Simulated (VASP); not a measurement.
# NaCl (Pm-3m) in VASP: notebook

NaCl is run at these levels: PBE; tasks: single point.

Program: VASP 6.6.1. These are calculated values, not measurements. Logs are shortened: lines on timing, memory, paths and dates and some standing lists are left out, and cuts for length are marked.

**1. The cell of the first run**

The structure is cubic, space group Pm-3m (No. 221). The conventional cell has a = 3.397 Å, b = 3.397 Å, c = 3.397 Å, α = 90.00°, β = 90.00°, γ = 90.00°. Na (site symmetry m-3m) has 8 Cl at 2.94 Å and 6 Na at 3.40 Å within 3.9 Å. Within 3.9 Å of Cl (site symmetry m-3m) lie 8 Na at 2.94 Å and 6 Cl at 3.40 Å.

**2. Single point, PBE (volume scaled by 0.91)**

INCAR

```
ALGO     = Normal         # electronic algorithm
EDIFF    = 1E-6           # SCF threshold, eV
ENCUT    = 520            # plane-wave cutoff, eV
GGA      = PE             # functional
ISIF     = 2              # what is computed and relaxed
ISMEAR   = 0              # smearing method
LASPH    = True           # aspherical terms in the spheres
LCHARG   = False          # write CHGCAR
LREAL    = False          # projectors in reciprocal space
LWAVE    = False          # write WAVECAR
NBANDS   = 14             # bands
NELM     = 80             # most SCF steps
PREC     = Accurate       # precision mode
SIGMA    = 0.02           # smearing width, eV
```

KPOINTS

```
k-points
0
Gamma
  6 6 6
```

POSCAR

```
NaCl
1.0
    3.3965319883      0.0000000000      0.0000000000
    0.0000000000      3.3965319883      0.0000000000
    0.0000000000      0.0000000000      3.3965319883
Na Cl
1 1
Direct
    0.0000000000      0.0000000000      0.0000000000
    0.5000000000      0.5000000000      0.5000000000
```

Potentials or basis: VASP PAW PBE potentials, release 64 (Na_pv, Cl).

Launch:

```console
$ cat potpaw_PBE.64/Na_pv/POTCAR potpaw_PBE.64/Cl/POTCAR > POTCAR
$ mpirun -np 1 vasp_std > vasp.out
```

OUTCAR:

```text
EDIFF = 1E-6
   ENCUT = 520
   GGA = PE
   ISIF = 2
   ISMEAR = 0
   LASPH = True
   LREAL = False
   NELM = 80
   PREC = Accurate

 ion  position               nearest neighbor table
   1  0.000  0.000  0.000-
   2  0.500  0.500  0.500-

  LATTYP: Found a simple cubic cell.
 ALAT       =     3.3965319883

  Lattice vectors:

 A1 = (   3.3965319883,   0.0000000000,   0.0000000000)
 A2 = (   0.0000000000,   3.3965319883,   0.0000000000)
 A3 = (   0.0000000000,   0.0000000000,   3.3965319883)

Analysis of symmetry for initial positions (statically):
=====================================================================
 Subroutine PRICEL returns:
 Original cell was already a primitive cell.

 Routine SETGRP: Setting up the symmetry group for a
 simple cubic supercell.

 Subroutine GETGRP returns: Found 48 space group operations
 (whereof 48 operations were pure point group operations)
 out of a pool of 48 trial point group operations.

The static configuration has the point symmetry O_h .

Analysis of symmetry for dynamics (positions and initial velocities):
=====================================================================
 Subroutine PRICEL returns:
 Original cell was already a primitive cell.

 Routine SETGRP: Setting up the symmetry group for a
 simple cubic supercell.

 Subroutine GETGRP returns: Found 48 space group operations
 (whereof 48 operations were pure point group operations)
 out of a pool of 48 trial point group operations.

The dynamic configuration has the point symmetry O_h .

 Subroutine INISYM returns: Found 48 space group operations
 (whereof 48 operations are pure point group operations),
 and found     1 'primitive' translations

----------------------------------------------------------------------------------------

                                     Primitive cell

  volume of cell :      39.1839

  direct lattice vectors                    reciprocal lattice vectors
     3.396531988  0.000000000  0.000000000     0.294417954  0.000000000  0.000000000
     0.000000000  3.396531988  0.000000000     0.000000000  0.294417954  0.000000000
     0.000000000  0.000000000  3.396531988     0.000000000  0.000000000  0.294417954

  length of vectors
     3.396531988  3.396531988  3.396531988     0.294417954  0.294417954  0.294417954

[... 82 lines left out ...]
   ISYM   =      2    0-nonsym 1-usesym 2-fastsym
   POTIM  = 0.5000    time-step for ionic-motion
   TEBEG  =    0.0;   TEEND  =   0.0 temperature during run
   PSTRESS=    0.0 pullay stress
   NELECT =      14.0000    total number of electrons
   NUPDOWN=      -1.0000    fix difference up-down
   EMIN   =  10.00;   EMAX   =-10.00  energy-range for DOS
   EFERMI =   0.00;   METHOD = LEGACY
   ISMEAR =     0;   SIGMA  =   0.02  broadening in eV -4-tet -1-fermi 0-gaus
   EFERMI_NEDOS =   21; number of points for ismear=-14 and -15
   IALGO  =     38    algorithm
   IMIX   =      4    mixing-type and parameters
     AMIX     =   0.40;   BMIX     =  1.00
     AMIX_MAG =   1.60;   BMIX_MAG =  1.00
  volume/ion in A,a.u.               =      19.59       132.21
  Fermi-wavevector in a.u.,A,eV,Ry     =   1.161667  2.195233 18.360670  1.349471
  Thomas-Fermi vector in A             =   2.298237
   LORBIT       =      0    0 simple, 1 ext, 2 COOP (PROOUT), +10 PAW based schemes
   GGA     = PE    functional components
   LHFCALC =     F    Hartree Fock is set to
   AEXX    =    0.0000 exact exchange contribution
   IVDW    =     0    specifies the selected vdW correction
   LEPSILON=     F    determine dielectric tensor
   LRPA    =     F    only Hartree local field effects (RPA)
 non-spin polarized calculation
 Gauss-broadening in eV      SIGMA  =   0.02
  energy-cutoff  :      520.00
  volume of cell :       39.18
 maximum number of plane-waves:      1068
 NGX is ok and might be reduce to    28
   NGX = 13   NGY = 13   NGZ = 13

 number of electron      14.0000013 magnetization

 Free energy of the ion-electron system (eV)
  ---------------------------------------------------
  ext. energy  EPLUGINS =         0.00000000
  ---------------------------------------------------
  free energy    TOTEN  =        -6.43355239 eV

  energy without entropy =       -6.43355239  energy(sigma->0) =       -6.43355239

 E-fermi :   1.3140     XC(G=0):  -8.8368

 val. band max:        1.1021036182   @ k =   0.5000   0.5000   0.0000
 cond. band min:       5.4106246139   @ k =   0.0000   0.0000   0.0000
 fundamental gap:      4.3085209957
 Fermi energy:         1.3139806044

 k-point     1 :       0.0000    0.0000    0.0000
  band No.  band energies     occupation
      1     -20.8985      2.00000
      2     -20.8985      2.00000
      3     -20.8985      2.00000
      4     -12.6175      2.00000
      5       0.5319      2.00000
      6       0.5319      2.00000
      7       0.5319      2.00000
      8       5.4106      0.00000
      9       9.5647      0.00000
     10       9.5647      0.00000
     11      17.3384      0.00000
     12      17.3384      0.00000
     13      17.3410      0.00000
     14      17.6812      0.00000
[... 309 lines left out ...]
      1     -20.9348      2.00000
      2     -20.9348      2.00000
      3     -20.9348      2.00000
      4     -11.4861      2.00000
      5      -1.0407      2.00000
      6      -1.0407      2.00000
      7      -1.0407      2.00000
      8       8.2134      0.00000
      9       8.2134      0.00000
     10       8.2134      0.00000
     11      13.5014      0.00000
     12      17.9025      0.00000
     13      17.9025      0.00000
     14      17.9025      0.00000

------------------------ aborting loop because EDIFF is reached ----------------------------------------

  FORCE on cell =-STRESS in cart. coord.  units (eV):
  Direction    XX          YY          ZZ          XY          YZ          ZX
  --------------------------------------------------------------------------------------
  -------------------------------------------------------------------------------------
  Total        0.7460843      0.7460843      0.7460843     -0.0000000     -0.0000000     -0.0000000
  in kB       30.5064273     30.5064273     30.5064273     -0.0000000     -0.0000000     -0.0000000
  external PRESSURE =      30.5064273 kB  Pullay stress =       0.0000000 kB

 VOLUME and BASIS-vectors are now :
 -----------------------------------------------------------------------------
  energy-cutoff  :      520.00
  volume of cell :       39.18
      direct lattice vectors                 reciprocal lattice vectors
     3.396531988  0.000000000  0.000000000     0.294417954  0.000000000  0.000000000
     0.000000000  3.396531988  0.000000000     0.000000000  0.294417954  0.000000000
     0.000000000  0.000000000  3.396531988     0.000000000  0.000000000  0.294417954

 POSITION                                       TOTAL-FORCE (eV/Angst)
 -----------------------------------------------------------------------------------
      0.00000      0.00000      0.00000         0.000000      0.000000      0.000000
      1.69827      1.69827      1.69827         0.000000      0.000000      0.000000
 -----------------------------------------------------------------------------------
    total drift:                               -0.000000      0.000000      0.000000

  FREE ENERGIE OF THE ION-ELECTRON SYSTEM (eV)
  ---------------------------------------------------
  free  energy   TOTEN  =        -6.4335523918 eV

  energy  without entropy=       -6.4335523918  energy(sigma->0) =       -6.43355239
```

It took 5.3 s on 1 thread of AMD EPYC 9R45 (Zen 5), shared host; peak memory 0.12 GiB.

What came out:

```
Free energy            : -6.4336 eV
Pressure               : 3.1 GPa
Band gap on the k mesh : 4.31 eV, indirect (least direct gap 4.88 eV)
```

 A k mesh can miss the band edges.

**3. Single point, PBE (volume scaled by 0.88)**

INCAR

```
ALGO = Normal
EDIFF = 1E-7
ENCUT = 520
GGA = PE
ISIF = 2
ISMEAR = 0
LASPH = True
LCHARG = False
LREAL = False
LWAVE = False
NBANDS = 14
NELM = 80
PREC = Accurate
SIGMA = 0.02
```

KPOINTS is that of step 2.

POSCAR

```
NaCl
1.0
    3.3587896201      0.0000000000      0.0000000000
    0.0000000000      3.3587896201      0.0000000000
    0.0000000000      0.0000000000      3.3587896201
Na Cl
1 1
Direct
    0.0000000000      0.0000000000      0.0000000000
    0.5000000000      0.5000000000      0.5000000000
```

Potentials or basis: VASP PAW PBE potentials, release 64 (Na_pv, Cl).

Launch:

```console
$ cat potpaw_PBE.64/Na_pv/POTCAR potpaw_PBE.64/Cl/POTCAR > POTCAR
$ mpirun -np 1 vasp_std > vasp.out
```

It took 6.2 s on 1 thread of AMD EPYC 9R45 (Zen 5), shared host; peak memory 0.12 GiB.

The run converged. Its results:

```
Free energy            : -6.4029 eV
Pressure               : 4.5 GPa
Band gap on the k mesh : 4.44 eV, indirect (least direct gap 5.04 eV)
```

Levels at points of the mesh, in eV from the valence-band top:
```csv
k point,band 5,band 6,band 7,band 8,band 9,band 10
"(0.00, 0.00, 0.00)",-0.60,-0.60,-0.60,4.44,8.41,8.41
"(0.50, 0.00, 0.00)",-3.54,-0.32,-0.32,7.34,9.46,10.44
"(0.50, 0.50, 0.00)",-2.73,-2.73,0.00,5.50,10.14,11.89
"(0.50, 0.50, 0.50)",-2.26,-2.26,-2.26,7.10,7.10,7.10
```
